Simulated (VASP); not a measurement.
# Ge (R-3m) in VASP: a series of runs

The runs below take Ge through single point, with PBE.

Everything below comes from runs of VASP 6.6.1. Logs are shortened: lines on timing, memory, paths and dates and some standing lists are left out, and cuts for length are marked.

## (1) The cell of the first run

It takes space group R-3m (No. 166, trigonal). The conventional cell has a = 3.002 Å, b = 3.002 Å, c = 22.443 Å, α = 90.00°, β = 90.00°, γ = 120.00°. Within 4.0 Å of Ge (site symmetry -3m) lie 12 Ge at 3.00 to 3.02 Å. Within 4.0 Å of Ge (site symmetry 3m) lie 12 Ge at 3.00 to 3.07 Å.

## (2) Single point, PBE

INCAR

```
SYSTEM = Ge
ALGO = Normal
EDIFF = 1E-6
ENCUT = 520
GGA = PE
ISIF = 2
ISMEAR = 0
LASPH = .TRUE.
LCHARG = .FALSE.
LREAL = .FALSE.
LWAVE = .FALSE.
NBANDS = 28
NELM = 100
PREC = Accurate
SIGMA = 0.1
```

KPOINTS

```
k-points
0
G
  15 15 15
  0 0 0
```

POSCAR

```
Ge
1.0
    1.5010824650      0.8666503652      7.4808747019
   -1.5010824650      0.8666503652      7.4808747019
    0.0000000000     -1.7333007304      7.4808747019
Ge
3
Direct
    0.0000000000      0.0000000000      0.0000000000
    0.2230380965      0.2230380965      0.2230380965
    0.7769619035      0.7769619035      0.7769619035
```

Potentials or basis: VASP PAW PBE potentials, release 64 (Ge_d).

On the command line:

```bash
$ cat potpaw_PBE.64/Ge_d/POTCAR > POTCAR
$ mpirun -np 1 vasp_std > vasp.out
```

OUTCAR:

```text
SYSTEM = Ge
   EDIFF = 1E-6
   ENCUT = 520
   GGA = PE
   ISIF = 2
   ISMEAR = 0
   LASPH = .TRUE.
   LREAL = .FALSE.
   NELM = 100
   PREC = Accurate

 ion  position               nearest neighbor table
   1  0.000  0.000  0.000-
   2  0.223  0.223  0.223-
   3  0.777  0.777  0.777-

  LATTYP: Found a trigonal (rhomboedric) cell.
 ALAT       =     7.6790505746
 COS(alpha) =     0.9235770068

  Lattice vectors:

 A1 = (   1.5010824650,   0.8666503652,   7.4808747019)
 A2 = (  -1.5010824650,   0.8666503652,   7.4808747019)
 A3 = (   0.0000000000,  -1.7333007304,   7.4808747019)

Analysis of symmetry for initial positions (statically):
=====================================================================
 Subroutine PRICEL returns:
 Original cell was already a primitive cell.

 Routine SETGRP: Setting up the symmetry group for a
 trigonal (rhombohedral) supercell.

 Subroutine GETGRP returns: Found 12 space group operations
 (whereof 12 operations were pure point group operations)
 out of a pool of 12 trial point group operations.

The static configuration has the point symmetry D_3d.

Analysis of symmetry for dynamics (positions and initial velocities):
=====================================================================
 Subroutine PRICEL returns:
 Original cell was already a primitive cell.

 Routine SETGRP: Setting up the symmetry group for a
 trigonal (rhombohedral) supercell.

 Subroutine GETGRP returns: Found 12 space group operations
 (whereof 12 operations were pure point group operations)
 out of a pool of 12 trial point group operations.

The dynamic configuration has the point symmetry D_3d.

 Subroutine INISYM returns: Found 12 space group operations
 (whereof 12 operations are pure point group operations),
 and found     1 'primitive' translations

----------------------------------------------------------------------------------------

                                     Primitive cell

  volume of cell :      58.3918

  direct lattice vectors                    reciprocal lattice vectors
     1.501082465  0.866650365  7.480874702     0.333092959  0.192311310  0.044558069
    -1.501082465  0.866650365  7.480874702    -0.333092959  0.192311310  0.044558069
     0.000000000 -1.733300730  7.480874702     0.000000000 -0.384622619  0.044558069

  length of vectors
     7.679050575  7.679050575  7.679050575     0.387195016  0.387195016  0.387195016

  position of ions in fractional coordinates (direct lattice)
     0.000000000  0.000000000  0.000000000
     0.223038096  0.223038096  0.223038096
     0.776961904  0.776961904  0.776961904

  ion indices of the primitive-cell ions
   primitive index   ion index
                 1           1
                 2           2
                 3           3

----------------------------------------------------------------------------------------

 KPOINTS: k-points

Automatic generation of k-mesh.
 Grid dimensions read from file:
 generate k-points for:   15   15   15

 Generating k-lattice:

  Cartesian coordinates                     Fractional coordinates (reciprocal lattice)
     0.022206197  0.012820754  0.002970538     0.066666667  0.000000000  0.000000000
    -0.022206197  0.012820754  0.002970538     0.000000000  0.066666667  0.000000000
     0.000000000 -0.025641508  0.002970538     0.000000000  0.000000000  0.066666667

  Length of vectors
     0.025813001  0.025813001  0.025813001

  Shift w.r.t. Gamma in fractional coordinates (k-lattice)
     0.000000000  0.000000000  0.000000000

 Subroutine IBZKPT returns following result:
 ===========================================

 Found    344 irreducible k-points:

 Following reciprocal coordinates:
            Coordinates               Weight
  0.000000  0.000000  0.000000      1.000000
  0.066667  0.000000 -0.000000      6.000000
  0.133333  0.000000 -0.000000      6.000000
  0.200000  0.000000  0.000000      6.000000
  0.266667  0.000000 -0.000000      6.000000
  0.333333  0.000000 -0.000000      6.000000
[... 16 lines left out ...]
  0.133333  0.133333 -0.000000      6.000000
  0.200000  0.133333 -0.000000     12.000000
 [... further k-points ...]
   k-points           NKPTS =    344   k-points in BZ     NKDIM =    344   number of bands    NBANDS=     28
   number of dos      NEDOS =    301   number of ions     NIONS =      3
   total plane-waves  NPLWV = 216000
   dimension x,y,z NGX =    60 NGY =   60 NGZ =   60
   dimension x,y,z NGXF=   120 NGYF=  120 NGZF=  120
   ions per type =               3
   NGX,Y,Z   is equivalent  to a cutoff of  12.99, 12.99, 12.99 a.u.
   NGXF,Y,Z  is equivalent  to a cutoff of  25.98, 25.98, 25.98 a.u.
 SYSTEM =  Ge
   PREC   = accura    normal or accurate (medium, high low for compatibility)
   ISTART =      0    job   : 0-new  1-cont  2-samecut
   ICHARG =      2    charge: 1-file 2-atom 10-const
   ISPIN  =      1    spin polarized calculation?
   LNONCOLLINEAR =      F non collinear calculations
   LSORBIT =      F    spin-orbit coupling
   LASPH  =      T    aspherical Exc in radial PAW
   ENCUT  =  520.0 eV  38.22 Ry    6.18 a.u.  14.28 14.28 14.28*2*pi/ulx,y,z
   NELM   =    100;   NELMIN=  2; NELMDL= -5     # of ELM steps
   EDIFF  = 0.1E-05   stopping-criterion for ELM
   LREAL  =      F    real-space projection
   EDIFFG = 0.1E-04   stopping-criterion for IOM
   NSW    =      0    number of steps for IOM
   IBRION =     -1    ionic relax: 0-MD 1-quasi-New 2-CG
   NFREE  =      0    steps in history (QN), initial steepest desc. (CG)
   ISIF   =      2    stress and relaxation
   ISYM   =      2    0-nonsym 1-usesym 2-fastsym
   POTIM  = 0.5000    time-step for ionic-motion
   TEBEG  =    0.0;   TEEND  =   0.0 temperature during run
   PSTRESS=    0.0 pullay stress
   NELECT =      42.0000    total number of electrons
   NUPDOWN=      -1.0000    fix difference up-down
   EMIN   =  10.00;   EMAX   =-10.00  energy-range for DOS
   EFERMI =   0.00;   METHOD = LEGACY
   ISMEAR =     0;   SIGMA  =   0.10  broadening in eV -4-tet -1-fermi 0-gaus
   EFERMI_NEDOS =   21; number of points for ismear=-14 and -15
   IALGO  =     38    algorithm
   IMIX   =      4    mixing-type and parameters
     AMIX     =   0.40;   BMIX     =  1.00
     AMIX_MAG =   1.60;   BMIX_MAG =  1.00
  volume/ion in A,a.u.               =      19.46       131.35
  Fermi-wavevector in a.u.,A,eV,Ry     =   1.466810  2.771869 29.273368  2.151532
  Thomas-Fermi vector in A             =   2.582503
   LORBIT       =      0    0 simple, 1 ext, 2 COOP (PROOUT), +10 PAW based schemes
   GGA     = PE    functional components
   LHFCALC =     F    Hartree Fock is set to
   AEXX    =    0.0000 exact exchange contribution
   IVDW    =     0    specifies the selected vdW correction
   LEPSILON=     F    determine dielectric tensor
   LRPA    =     F    only Hartree local field effects (RPA)
 non-spin polarized calculation
 Gauss-broadening in eV      SIGMA  =   0.10
  energy-cutoff  :      520.00
  volume of cell :       58.39
 maximum number of plane-waves:      1600
 NGX is ok and might be reduce to    60
   NGX = 29   NGY = 29   NGZ = 29

 number of electron      42.0000000 magnetization

 Free energy of the ion-electron system (eV)
  ---------------------------------------------------
  ext. energy  EPLUGINS =         0.00000000
  ---------------------------------------------------
  free energy    TOTEN  =       -12.55814003 eV

  energy without entropy =      -12.55143212  energy(sigma->0) =      -12.55478608

 E-fermi :   6.5145     XC(G=0): -11.1433

 val. band max:        6.5127445833   @ k =  -0.2000   0.2000   0.0000
 cond. band min:       6.5223038844   @ k =  -0.1333  -0.3333   0.0667
 fundamental gap:      0.0095593011
 Fermi energy:         6.5145448045

 k-point     1 :       0.0000    0.0000    0.0000
  band No.  band energies     occupation
      1     -18.2672      2.00000
      2     -18.2647      2.00000
      3     -18.2614      2.00000
      4     -18.2588      2.00000
      5     -18.2588      2.00000
      6     -18.2539      2.00000
[... 20 lines left out ...]
     27      15.1433      0.00000
     28      18.4586      0.00000

 k-point     2 :       0.0667    0.0000   -0.0000
  band No.  band energies     occupation
      1     -18.2660      2.00000
      2     -18.2651      2.00000
      3     -18.2622      2.00000
      4     -18.2586      2.00000
      5     -18.2555      2.00000
      6     -18.2520      2.00000
[... 20 lines left out ...]
     27      15.2296      0.00000
     28      18.2218      0.00000

 k-point     3 :       0.1333    0.0000   -0.0000
  band No.  band energies     occupation
      1     -18.2710      2.00000
      2     -18.2666      2.00000
      3     -18.2599      2.00000
      4     -18.2549      2.00000
      5     -18.2497      2.00000
      6     -18.2472      2.00000
[... 20 lines left out ...]
     27      15.0979      0.00000
     28      16.9602      0.00000

 k-point     4 :       0.2000    0.0000    0.0000
  band No.  band energies     occupation
      1     -18.2789      2.00000
      2     -18.2724      2.00000
      3     -18.2560      2.00000
      4     -18.2528      2.00000
      5     -18.2453      2.00000
      6     -18.2422      2.00000
[... 20 lines left out ...]
     27      14.6618      0.00000
     28      15.9260      0.00000

 k-point     5 :       0.2667    0.0000   -0.0000
  band No.  band energies     occupation
      1     -18.2871      2.00000
      2     -18.2794      2.00000
      3     -18.2575      2.00000
      4     -18.2547      2.00000
      5     -18.2458      2.00000
      6     -18.2445      2.00000
[... 20 lines left out ...]
     27      14.1412      0.00000
     28      15.0506      0.00000

 k-point     6 :       0.3333    0.0000   -0.0000
  band No.  band energies     occupation
      1     -18.2941      2.00000
      2     -18.2863      2.00000
      3     -18.2631      2.00000
      4     -18.2596      2.00000
      5     -18.2529      2.00000
      6     -18.2485      2.00000
[... 463 lines left out ...]
      5     -18.2482      2.00000
      6     -18.2426      2.00000
[... 20 lines left out ...]
     27      14.5689      0.00000
     28      17.0883      0.00000

 k-point    22 :      -0.0667    0.0667    0.0000
  band No.  band energies     occupation
      1     -18.2661      2.00000
      2     -18.2646      2.00000
      3     -18.2625      2.00000
      4     -18.2604      2.00000
      5     -18.2499      2.00000
      6     -18.2490      2.00000
[... 20 lines left out ...]
     27      14.9318      0.00000
     28      17.9020      0.00000

 k-point    23 :       0.1333    0.1333   -0.0000
  band No.  band energies     occupation
      1     -18.2714      2.00000
      2     -18.2644      2.00000
      3     -18.2592      2.00000
      4     -18.2572      2.00000
      5     -18.2516      2.00000
      6     -18.2479      2.00000
[... 20 lines left out ...]
     27      14.8670      0.00000
     28      16.9229      0.00000

 k-point    24 :       0.2000    0.1333   -0.0000
  band No.  band energies     occupation
      1     -18.2726      2.00000
      2     -18.2649      2.00000
      3     -18.2600      2.00000
      4     -18.2574      2.00000
      5     -18.2512      2.00000
      6     -18.2412      2.00000
[... 20 lines left out ...]
     27      14.3603      0.00000
     28      16.9508      0.00000

 [... further k-points ...]

------------------------ aborting loop because EDIFF is reached ----------------------------------------

  FORCE on cell =-STRESS in cart. coord.  units (eV):
  Direction    XX          YY          ZZ          XY          YZ          ZX
  --------------------------------------------------------------------------------------
  -------------------------------------------------------------------------------------
  Total        0.0524640      0.0524640      0.0518553      0.0000000      0.0000000     -0.0000000
  in kB        1.4395263      1.4395263      1.4228262      0.0000000      0.0000000     -0.0000000
  external PRESSURE =       1.4339596 kB  Pullay stress =       0.0000000 kB

 VOLUME and BASIS-vectors are now :
 -----------------------------------------------------------------------------
  energy-cutoff  :      520.00
  volume of cell :       58.39
      direct lattice vectors                 reciprocal lattice vectors
     1.501082465  0.866650365  7.480874702     0.333092959  0.192311310  0.044558069
    -1.501082465  0.866650365  7.480874702    -0.333092959  0.192311310  0.044558069
     0.000000000 -1.733300730  7.480874702     0.000000000 -0.384622619  0.044558069

 POSITION                                       TOTAL-FORCE (eV/Angst)
 -----------------------------------------------------------------------------------
      0.00000      0.00000      0.00000         0.000000     -0.000000      0.000000
      0.00000      0.00000      5.00556         0.000000     -0.000000      0.000326
      0.00000      0.00000     17.43706         0.000000      0.000000     -0.000326
 -----------------------------------------------------------------------------------
    total drift:                                0.000000     -0.000000      0.000000

  FREE ENERGIE OF THE ION-ELECTRON SYSTEM (eV)
  ---------------------------------------------------
  free  energy   TOTEN  =       -12.5581400308 eV

  energy  without entropy=      -12.5514321212  energy(sigma->0) =      -12.55478608
```

Run time: 31 min. Hardware: 1 thread of Intel Xeon Platinum 8259CL at 2.50GHz (Skylake/Cascade Lake), shared host; peak memory 0.76 GiB.

What came out:

```yaml
Free_energy: -12.5581 eV
Pressure: 0.1 GPa
Band_gap_on_the_k_mesh: zero (bands 21 and 22 overlap by 9.44 eV)
```

(Part 1 of 2 ends here.)
